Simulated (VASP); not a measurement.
# AgCl (Fm-3m) in VASP: further runs, part 2 of 2

VASP 6.6.1. Earlier steps stand in the parts before.

### 3 Single point, PBE (strained)

The input, INCAR:

```
SYSTEM = AgCl
PREC = Accurate ; ENCUT = 520
EDIFF = 1E-6 ; ISMEAR = 0
SIGMA = 0.02 ; LREAL = .FALSE.
LASPH = .TRUE. ; NELM = 100
ALGO = Normal ; ISIF = 2
LWAVE = .FALSE. ; LCHARG = .TRUE.
GGA = PE ; LELF = .TRUE.
LVHAR = .TRUE. ; NBANDS = 16
```

The input, KPOINTS:

```
regular mesh
0
G
  8 8 8
  0 0 0
```

The input, POSCAR:

```
AgCl
1.0
    0.0000000000      2.7327452045      2.7327452045
    2.7327452045      0.0000000000      2.7327452045
    2.7327452045      2.7327452045      0.0000000000
Ag Cl
1 1
Direct
    0.5000000000      0.5000000000      0.5000000000
    0.0000000000      0.0000000000      0.0000000000
```

Potentials or basis: VASP PAW PBE potentials, release 64 (Ag, Cl).

The run is started by

```sh
$ cat potpaw_PBE.64/Ag/POTCAR potpaw_PBE.64/Cl/POTCAR > POTCAR
$ mpirun -np 1 vasp_std > vasp.out
```

OUTCAR:

```text
SYSTEM = AgCl
   PREC = Accurate
   ENCUT = 520
   EDIFF = 1E-6
   ISMEAR = 0
   LREAL = .FALSE.
   LASPH = .TRUE.
   NELM = 100
   ISIF = 2
   GGA = PE

 ion  position               nearest neighbor table
   1  0.500  0.500  0.500-   2 2.73   2 2.73   2 2.73   2 2.73   2 2.73   2 2.73
   2  0.000  0.000  0.000-   1 2.73   1 2.73   1 2.73   1 2.73   1 2.73   1 2.73

  LATTYP: Found a face centered cubic cell.
 ALAT       =     5.4654904090

  Lattice vectors:

 A1 = (   0.0000000000,   2.7327452045,   2.7327452045)
 A2 = (   2.7327452045,   0.0000000000,   2.7327452045)
 A3 = (   2.7327452045,   2.7327452045,   0.0000000000)

Analysis of symmetry for initial positions (statically):
=====================================================================
 Subroutine PRICEL returns:
 Original cell was already a primitive cell.

 Routine SETGRP: Setting up the symmetry group for a
 face centered cubic supercell.

 Subroutine GETGRP returns: Found 48 space group operations
 (whereof 48 operations were pure point group operations)
 out of a pool of 48 trial point group operations.

The static configuration has the point symmetry O_h .

Analysis of symmetry for dynamics (positions and initial velocities):
=====================================================================
 Subroutine PRICEL returns:
 Original cell was already a primitive cell.

 Routine SETGRP: Setting up the symmetry group for a
 face centered cubic supercell.

 Subroutine GETGRP returns: Found 48 space group operations
 (whereof 48 operations were pure point group operations)
 out of a pool of 48 trial point group operations.

The dynamic configuration has the point symmetry O_h .

 Subroutine INISYM returns: Found 48 space group operations
 (whereof 48 operations are pure point group operations),
 and found     1 'primitive' translations

----------------------------------------------------------------------------------------

                                     Primitive cell
[... 106 lines left out ...]
   ISMEAR =     0;   SIGMA  =   0.02  broadening in eV -4-tet -1-fermi 0-gaus
   EFERMI_NEDOS =   21; number of points for ismear=-14 and -15
   IALGO  =     38    algorithm
   IMIX   =      4    mixing-type and parameters
     AMIX     =   0.40;   BMIX     =  1.00
     AMIX_MAG =   1.60;   BMIX_MAG =  1.00
  volume/ion in A,a.u.               =      20.41       137.72
  Fermi-wavevector in a.u.,A,eV,Ry     =   1.246110  2.354807 21.127006  1.552791
  Thomas-Fermi vector in A             =   2.380303
   LORBIT       =      0    0 simple, 1 ext, 2 COOP (PROOUT), +10 PAW based schemes
   GGA     = PE    functional components
   LHFCALC =     F    Hartree Fock is set to
   AEXX    =    0.0000 exact exchange contribution
   IVDW    =     0    specifies the selected vdW correction
   LEPSILON=     F    determine dielectric tensor
   LRPA    =     F    only Hartree local field effects (RPA)
 non-spin polarized calculation
 Gauss-broadening in eV      SIGMA  =   0.02
  energy-cutoff  :      520.00
  volume of cell :       40.82
 maximum number of plane-waves:      1124
 NGX is ok and might be reduce to    30
   NGX = 15   NGY = 15   NGZ = 15

 number of electron      18.0000002 magnetization

 Free energy of the ion-electron system (eV)
  ---------------------------------------------------
  ext. energy  EPLUGINS =         0.00000000
  ---------------------------------------------------
  free energy    TOTEN  =        -5.36314642 eV

  energy without entropy =       -5.36314642  energy(sigma->0) =       -5.36314642

 E-fermi :   4.5154     XC(G=0): -10.1982

 val. band max:        4.3898632408   @ k =   0.5000   0.0000   0.0000
 cond. band min:       5.2921645726   @ k =   0.0000   0.0000   0.0000
 fundamental gap:      0.9023013317
 Fermi energy:         4.5153664880

 k-point     1 :       0.0000    0.0000    0.0000
  band No.  band energies     occupation
      1     -11.0631      2.00000
      2       1.7645      2.00000
      3       1.7645      2.00000
      4       1.7645      2.00000
      5       1.8081      2.00000
      6       1.8081      2.00000
[... 433 lines left out ...]
      3       0.0012      2.00000
      4       0.0564      2.00000
      5       2.1020      2.00000
      6       2.1751      2.00000
[... 8 lines left out ...]
     15      18.0101      0.00000
     16      19.4812      0.00000

 [... further k-points ...]
[... 5 lines left out ...]
  --------------------------------------------------------------------------------------
  -------------------------------------------------------------------------------------
  Total        1.0004436      1.0004436      1.0004436      0.0000000     -0.0000000     -0.0000000
  in kB       39.2713438     39.2713438     39.2713438      0.0000000     -0.0000000     -0.0000000
  external PRESSURE =      39.2713438 kB  Pullay stress =       0.0000000 kB

 VOLUME and BASIS-vectors are now :
 -----------------------------------------------------------------------------
  energy-cutoff  :      520.00
  volume of cell :       40.82
      direct lattice vectors                 reciprocal lattice vectors
     0.000000000  2.732745205  2.732745205    -0.182966198  0.182966198  0.182966198
     2.732745205  0.000000000  2.732745205     0.182966198 -0.182966198  0.182966198
     2.732745205  2.732745205  0.000000000     0.182966198  0.182966198 -0.182966198

 POSITION                                       TOTAL-FORCE (eV/Angst)
 -----------------------------------------------------------------------------------
      2.73275      2.73275      2.73275        -0.000000      0.000000      0.000000
      0.00000      0.00000      0.00000         0.000000     -0.000000     -0.000000
 -----------------------------------------------------------------------------------
    total drift:                                0.000000      0.000000      0.000000

  FREE ENERGIE OF THE ION-ELECTRON SYSTEM (eV)
  ---------------------------------------------------
  free  energy   TOTEN  =        -5.3631464167 eV

  energy  without entropy=       -5.3631464167  energy(sigma->0) =       -5.36314642
```

OSZICAR:

```text
N       E                     dE             d eps       ncg     rms          rms(c)
DAV:   1     0.915264938661E+02    0.91526E+02   -0.85614E+03   936   0.102E+03
DAV:   2    -0.269347596042E+01   -0.94220E+02   -0.86234E+02  1176   0.218E+02
DAV:   3    -0.552565315429E+01   -0.28322E+01   -0.28250E+01  1128   0.386E+01
DAV:   4    -0.553932836185E+01   -0.13675E-01   -0.13674E-01  1152   0.308E+00
DAV:   5    -0.553947650043E+01   -0.14814E-03   -0.14814E-03  1136   0.320E-01    0.697E+00
DAV:   6    -0.536777734567E+01    0.17170E+00   -0.23848E-01  1168   0.645E+00    0.449E+00
DAV:   7    -0.536376411467E+01    0.40132E-02   -0.96228E-02  1088   0.206E+00    0.207E+00
DAV:   8    -0.536302234961E+01    0.74177E-03   -0.42805E-03  1104   0.684E-01    0.320E-01
DAV:   9    -0.536308801495E+01   -0.65665E-04   -0.52555E-04  1136   0.266E-01    0.334E-02
DAV:  10    -0.536314182946E+01   -0.53815E-04   -0.65836E-05  1160   0.742E-02    0.234E-02
DAV:  11    -0.536314633903E+01   -0.45096E-05   -0.54257E-06  1128   0.171E-02    0.472E-03
DAV:  12    -0.536314641674E+01   -0.77712E-07   -0.49203E-07   696   0.513E-03
   1 F= -.53631464E+01 E0= -.53631464E+01  d E =-.139555E-20
```

stdout:

```text
POSCAR found type information on POSCAR AgCl
 POSCAR found :  2 types and       2 ions
 scaLAPACK will be used
 LDA part: xc-table for (Slater+PW92), standard interpolation
 POSCAR, INCAR and KPOINTS ok, starting setup
 FFT: planning ... GRIDC
 FFT: planning ... GRID_SOFT
 FFT: planning ... GRID
 WAVECAR not read
 entering main loop
```

Run time: 14 s. Hardware: 1 thread of AMD EPYC 7R13 (Zen 3), shared host; peak memory 0.15 GiB.

What came out:

| Property | Result |
| --- | --- |
| Free energy | -5.3631 eV |
| Pressure | 3.9 GPa |
| Band gap on the k mesh | 0.90 eV (least direct gap 3.33 eV) |

Caveat: the cell differs from its parent crystal (strained); the cell stands under pressure. A k mesh can miss the band edges.
